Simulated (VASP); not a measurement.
# Sn (Immm) in VASP: single point with PBEsol+D3(BJ)

Aim: the single point of Sn with PBEsol+D3(BJ).

Everything below comes from runs of VASP 6.6.1. Logs are shortened: lines on timing, memory, paths and dates and some standing lists are left out, and cuts for length are marked.

## 1. The cell of the first run

The structure is orthorhombic, space group Immm (No. 71). Conventional cell: a = 3.453 Å, b = 3.551 Å, c = 4.677 Å, α = 90.00°, β = 90.00°, γ = 90.00°. Within 4.7 Å of Sn (site symmetry mmm) lie 14 Sn at 3.41 to 4.68 Å.

## 2. Single point, PBEsol+D3(BJ)

Contents of INCAR:

```
PREC     = Accurate       # precision mode
ENCUT    = 520            # plane-wave cutoff, eV
EDIFF    = 1E-7           # SCF threshold, eV
ISMEAR   = 0              # smearing method
SIGMA    = 0.15           # smearing width, eV
LREAL    = F              # projectors in reciprocal space
LASPH    = T              # aspherical terms in the spheres
NELM     = 60             # most SCF steps
ALGO     = Fast           # electronic algorithm
ISIF     = 2              # what is computed and relaxed
LWAVE    = F              # write WAVECAR
LCHARG   = F              # write CHGCAR
GGA      = PS             # functional
IVDW     = 12             # dispersion correction
NBANDS   = 13             # bands
```

Contents of KPOINTS:

```
regular mesh
0
Gamma
  20 20 20
```

Contents of POSCAR:

```
Sn
1.0
   -1.7265390000      1.7755470000      2.3383420000
    1.7265390000     -1.7755470000      2.3383420000
    1.7265390000      1.7755470000     -2.3383420000
Sn
1
Direct
    0.0000000000      0.0000000000      0.0000000000
```

Potentials or basis: VASP PAW PBE potentials, release 64 (Sn_d).

Run with:

```console
$ cat potpaw_PBE.64/Sn_d/POTCAR > POTCAR
$ mpirun -np 1 vasp_std > vasp.out
```

OUTCAR:

```text
PREC = Accurate
   ENCUT = 520
   EDIFF = 1E-7
   ISMEAR = 0
   LREAL = F
   LASPH = T
   NELM = 60
   ISIF = 2
   GGA = PS
   IVDW = 12
 IVDW          = 12

 ion  position               nearest neighbor table
   1  0.000  0.000  0.000-

  LATTYP: Found a body centered orthorhombic cell.
 ALAT       =     3.4530780000
 B/A-ratio  =     1.0283851103
 C/A-ratio  =     1.3543522620

  Lattice vectors:

 A1 = (  -1.7265390000,   1.7755470000,   2.3383420000)
 A2 = (   1.7265390000,  -1.7755470000,   2.3383420000)
 A3 = (   1.7265390000,   1.7755470000,  -2.3383420000)

Analysis of symmetry for initial positions (statically):
=====================================================================
 Subroutine PRICEL returns:
 Original cell was already a primitive cell.

 Routine SETGRP: Setting up the symmetry group for a
 body centered orthorhombic supercell.

 Subroutine GETGRP returns: Found  8 space group operations
 (whereof  8 operations were pure point group operations)
 out of a pool of  8 trial point group operations.

The static configuration has the point symmetry D_2h.

Analysis of symmetry for dynamics (positions and initial velocities):
=====================================================================
 Subroutine PRICEL returns:
 Original cell was already a primitive cell.

 Routine SETGRP: Setting up the symmetry group for a
 body centered orthorhombic supercell.

 Subroutine GETGRP returns: Found  8 space group operations
 (whereof  8 operations were pure point group operations)
 out of a pool of  8 trial point group operations.

The dynamic configuration has the point symmetry D_2h.

 Subroutine INISYM returns: Found  8 space group operations
 (whereof  8 operations are pure point group operations),
 and found     1 'primitive' translations

----------------------------------------------------------------------------------------

                                     Primitive cell

  volume of cell :      28.6732

  direct lattice vectors                    reciprocal lattice vectors
    -1.726539000  1.775547000  2.338342000     0.000000000  0.281603359  0.213826720
     1.726539000 -1.775547000  2.338342000     0.289596702  0.000000000  0.213826720
     1.726539000  1.775547000 -2.338342000     0.289596702  0.281603359  0.000000000

  length of vectors
     3.406075069  3.406075069  3.406075069     0.353584952  0.359983494  0.403938983

  position of ions in fractional coordinates (direct lattice)
     0.000000000  0.000000000  0.000000000

  ion indices of the primitive-cell ions
   primitive index   ion index
                 1           1

----------------------------------------------------------------------------------------

 KPOINTS: regular mesh

Automatic generation of k-mesh.
 Grid dimensions read from file:
 generate k-points for:   20   20   20

 Generating k-lattice:

  Cartesian coordinates                     Fractional coordinates (reciprocal lattice)
     0.000000000  0.014080168  0.010691336     0.050000000  0.000000000 -0.000000000
     0.014479835  0.000000000  0.010691336     0.000000000  0.050000000  0.000000000
     0.014479835  0.014080168  0.000000000    -0.000000000  0.000000000  0.050000000

  Length of vectors
     0.017679248  0.017999175  0.020196949

  Shift w.r.t. Gamma in fractional coordinates (k-lattice)
     0.000000000  0.000000000  0.000000000

 Subroutine IBZKPT returns following result:
 ===========================================

 Found   1166 irreducible k-points:

 Following reciprocal coordinates:
            Coordinates               Weight
  0.000000  0.000000  0.000000      1.000000
  0.050000  0.000000  0.000000      4.000000
  0.100000  0.000000 -0.000000      4.000000
  0.150000  0.000000  0.000000      4.000000
  0.200000  0.000000 -0.000000      4.000000
  0.250000  0.000000  0.000000      4.000000
[... 16 lines left out ...]
 -0.450000  0.050000  0.000000      8.000000
 -0.400000  0.050000  0.000000      8.000000
 [... further k-points ...]
   k-points           NKPTS =   1166   k-points in BZ     NKDIM =   1166   number of bands    NBANDS=     13
   number of dos      NEDOS =    301   number of ions     NIONS =      1
   total plane-waves  NPLWV =  21952
   dimension x,y,z NGX =    28 NGY =   28 NGZ =   28
   dimension x,y,z NGXF=    56 NGYF=   56 NGZF=   56
   ions per type =               1
   NGX,Y,Z   is equivalent  to a cutoff of  13.67, 13.67, 13.67 a.u.
   NGXF,Y,Z  is equivalent  to a cutoff of  27.33, 27.33, 27.33 a.u.
 SYSTEM =  unknown system
   PREC   = accura    normal or accurate (medium, high low for compatibility)
   ISTART =      0    job   : 0-new  1-cont  2-samecut
   ICHARG =      2    charge: 1-file 2-atom 10-const
   ISPIN  =      1    spin polarized calculation?
   LNONCOLLINEAR =      F non collinear calculations
   LSORBIT =      F    spin-orbit coupling
   LASPH  =      T    aspherical Exc in radial PAW
   ENCUT  =  520.0 eV  38.22 Ry    6.18 a.u.   6.33  6.33  6.33*2*pi/ulx,y,z
   NELM   =     60;   NELMIN=  2; NELMDL= -5     # of ELM steps
   EDIFF  = 0.1E-06   stopping-criterion for ELM
   LREAL  =      F    real-space projection
   EDIFFG = 0.1E-05   stopping-criterion for IOM
   NSW    =      0    number of steps for IOM
   IBRION =     -1    ionic relax: 0-MD 1-quasi-New 2-CG
   NFREE  =      0    steps in history (QN), initial steepest desc. (CG)
   ISIF   =      2    stress and relaxation
   ISYM   =      2    0-nonsym 1-usesym 2-fastsym
   POTIM  = 0.5000    time-step for ionic-motion
   TEBEG  =    0.0;   TEEND  =   0.0 temperature during run
   PSTRESS=    0.0 pullay stress
   NELECT =      14.0000    total number of electrons
   NUPDOWN=      -1.0000    fix difference up-down
   EMIN   =  10.00;   EMAX   =-10.00  energy-range for DOS
   EFERMI =   0.00;   METHOD = LEGACY
   ISMEAR =     0;   SIGMA  =   0.15  broadening in eV -4-tet -1-fermi 0-gaus
   EFERMI_NEDOS =   21; number of points for ismear=-14 and -15
   IALGO  =     68    algorithm
   IMIX   =      4    mixing-type and parameters
     AMIX     =   0.40;   BMIX     =  1.00
     AMIX_MAG =   1.60;   BMIX_MAG =  1.00
  volume/ion in A,a.u.               =      28.67       193.50
  Fermi-wavevector in a.u.,A,eV,Ry     =   1.289116  2.436076 22.610433  1.661820
  Thomas-Fermi vector in A             =   2.421028
   LORBIT       =      0    0 simple, 1 ext, 2 COOP (PROOUT), +10 PAW based schemes
   GGA     = PS    functional components
   LHFCALC =     F    Hartree Fock is set to
   AEXX    =    0.0000 exact exchange contribution
   IVDW    =    12    specifies the selected vdW correction
   LEPSILON=     F    determine dielectric tensor
   LRPA    =     F    only Hartree local field effects (RPA)
 non-spin polarized calculation
 RMM-DIIS sequential band-by-band and
 Gauss-broadening in eV      SIGMA  =   0.15
  energy-cutoff  :      520.00
  volume of cell :       28.67
 maximum number of plane-waves:       790
 NGX is ok and might be reduce to    28
   NGX = 13   NGY = 13   NGZ = 13

 number of electron      13.9999998 magnetization

 Free energy of the ion-electron system (eV)
  ---------------------------------------------------
  ext. energy  EPLUGINS =         0.00000000
  ---------------------------------------------------
  free energy    TOTEN  =        -4.21034591 eV

  energy without entropy =       -4.20431335  energy(sigma->0) =       -4.20732963

 E-fermi :   7.3774     XC(G=0): -10.2531

 val. band max:        7.3764664452   @ k =   0.4000   0.4000   0.0500
 cond. band min:       7.3867057978   @ k =  -0.3500   0.3500   0.2000
 fundamental gap:      0.0102393526
 Fermi energy:         7.3774131006

 k-point     1 :       0.0000    0.0000    0.0000
  band No.  band energies     occupation
      1     -14.0948      2.00000
      2     -14.0808      2.00000
      3     -14.0600      2.00000
      4     -14.0303      2.00000
      5     -13.9957      2.00000
      6      -3.4227      2.00000
      7      14.3665      0.00000
      8      14.5104      0.00000
      9      14.9127      0.00000
     10      17.9756      0.00000
     11      18.4898      0.00000
     12      18.9902      0.00000
     13      19.1568      0.00000

 k-point     2 :       0.0500    0.0000    0.0000
  band No.  band energies     occupation
      1     -14.0936      2.00000
      2     -14.0789      2.00000
      3     -14.0596      2.00000
      4     -14.0299      2.00000
      5     -13.9960      2.00000
      6      -3.3744      2.00000
      7      13.8314      0.00000
      8      14.4146      0.00000
      9      14.8125      0.00000
     10      17.5936      0.00000
     11      18.8315      0.00000
     12      19.2961      0.00000
     13      19.6543      0.00000

 k-point     3 :       0.1000    0.0000   -0.0000
  band No.  band energies     occupation
      1     -14.0902      2.00000
      2     -14.0743      2.00000
      3     -14.0586      2.00000
      4     -14.0280      2.00000
      5     -13.9965      2.00000
      6      -3.2297      2.00000
      7      12.5476      0.00000
      8      14.2872      0.00000
      9      14.5516      0.00000
     10      17.2974      0.00000
     11      19.1486      0.00000
     12      19.6194      0.00000
     13      20.7882      0.00000
[... 305 lines left out ...]
 k-point    23 :      -0.4500    0.0500    0.0000
  band No.  band energies     occupation
      1     -14.0799      2.00000
      2     -14.0749      2.00000
      3     -14.0597      2.00000
      4     -13.9633      2.00000
      5     -13.9454      2.00000
      6       0.0137      2.00000
      7       3.7120      2.00000
      8      12.3568      0.00000
      9      13.0350      0.00000
     10      16.5837      0.00000
     11      17.5008      0.00000
     12      18.3442      0.00000
     13      19.3420      0.00000

 k-point    24 :      -0.4000    0.0500    0.0000
  band No.  band energies     occupation
      1     -14.0791      2.00000
      2     -14.0734      2.00000
      3     -14.0581      2.00000
      4     -13.9698      2.00000
      5     -13.9550      2.00000
      6      -0.6407      2.00000
      7       4.7314      2.00000
      8      12.5440      0.00000
      9      13.0600      0.00000
     10      16.5785      0.00000
     11      17.5974      0.00000
     12      18.5092      0.00000
     13      19.7760      0.00000

 [... further k-points ...]

------------------------ aborting loop because EDIFF is reached ----------------------------------------

 Edisp (eV)   -0.36825

 E8    (eV) :    -0.2595

  FORCE on cell =-STRESS in cart. coord.  units (eV):
  Direction    XX          YY          ZZ          XY          YZ          ZX
  --------------------------------------------------------------------------------------
  -------------------------------------------------------------------------------------
  Total      -0.95952    -1.10157    -1.04384     0.00000     0.00000     0.00000
  in kB     -53.61547   -61.55231   -58.32697     0.00000     0.00000     0.00000
  external pressure =      -57.83 kB  Pullay stress =        0.00 kB

 VOLUME and BASIS-vectors are now :
 -----------------------------------------------------------------------------
  energy-cutoff  :      520.00
  volume of cell :       28.67
      direct lattice vectors                 reciprocal lattice vectors
    -1.726539000  1.775547000  2.338342000     0.000000000  0.281603359  0.213826720
     1.726539000 -1.775547000  2.338342000     0.289596702  0.000000000  0.213826720
     1.726539000  1.775547000 -2.338342000     0.289596702  0.281603359  0.000000000

 POSITION                                       TOTAL-FORCE (eV/Angst)
 -----------------------------------------------------------------------------------
      0.00000      0.00000      0.00000         0.000000      0.000000      0.000000
 -----------------------------------------------------------------------------------
    total drift:                               -0.000000     -0.000000      0.000000

  FREE ENERGIE OF THE ION-ELECTRON SYSTEM (eV)
  ---------------------------------------------------
  free  energy   TOTEN  =        -4.5786004159 eV

  energy  without entropy=       -4.5725678594  energy(sigma->0) =       -4.57558414
```

Wall time 13 min (1 thread of Intel Xeon 8259CL, shared host); peak memory 0.5 GiB.

What came out:

* Free energy: -4.5786 eV
* Pressure: -5.8 GPa
* Band gap on the k mesh: zero (bands 7 and 8 overlap by 8.98 eV)
* Dispersion energy per atom: -0.368 eV

Stress tensor (GPa, compression positive):
```
-5.36  0.00  0.00
 0.00 -6.16  0.00
 0.00  0.00 -5.83
```

Levels at points of the mesh, in eV from the Fermi level:
```
           k point  band 5  band 6  band 7  band 8  band 9  band 10
(0.00, 0.00, 0.00)  -21.37  -10.80    6.99    7.13    7.54    10.60
(0.50, 0.00, 0.00)  -21.32   -6.87   -4.42    5.21    5.96     9.66
(0.00, 0.50, 0.00)  -21.32   -6.63   -4.36    4.79    5.66     9.17
(0.50, 0.50, 0.00)  -21.30   -5.25   -3.60    2.03    2.41     5.49
(0.50, 0.50, 0.50)  -21.30   -4.49   -3.10    1.19    1.82     4.59
```

Caveat: the cell stands under tension; the PAW data sets were made with another functional, which shifts forces and pressure a little; spin-orbit coupling is left out, which moves the levels of the heavy elements.
